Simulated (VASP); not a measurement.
Write the native input for VASP 6.6.1 that does the following.

```yaml
Task: single point
Functional: PBE
Potentials_or_basis: VASP PAW PBE potentials, release 64 (Cd)
Cutoff: 520 eV
k_mesh: 9 × 9 × 4
Occupations: fermi-dirac, width 0.05 eV
Spin: no spin polarisation
Dipole_correction: no
Further_INCAR_settings: ALGO = Fast; EDIFF = 1e-07; NBANDS = 19
```

The structure of Cd lies in POSCAR:

```
Cd
1.0
    2.9788700000      0.0000000000      0.0000000000
   -1.4894350000      2.5797770946      0.0000000000
    0.0000000000      0.0000000000      5.5052970000
Cd
2
Direct
    0.6666666667      0.3333333333      0.7500000000
    0.3333333333      0.6666666667      0.2500000000
```

These files were run (other wordings do the same):

INCAR

```
PREC = Accurate
ENCUT = 520
EDIFF = 1E-7
ISMEAR = -1
SIGMA = 0.05
LREAL = F
LASPH = T
NELM = 60
ALGO = Fast
ISIF = 2
LWAVE = F
LCHARG = T
GGA = PE
LELF = T
LVHAR = T
NBANDS = 19
```

KPOINTS

```
Automatic mesh
0
Gamma
  9 9 4
```

Potentials or basis: VASP PAW PBE potentials, release 64 (Cd).

Command:

```bash
$ cat potpaw_PBE.64/Cd/POTCAR > POTCAR
$ mpirun -np 1 vasp_std > vasp.out
```

Results of the run:

```json
{"Pressure": "4.8 GPa", "Band gap on the k mesh": "zero (bands 12 and 13 overlap by 3.75 eV)"}
```

Caveat: the cell stands under pressure.

Run time: 33 s on 1 thread of Intel Xeon 8259CL (shared host), peak memory 0.17 GiB.
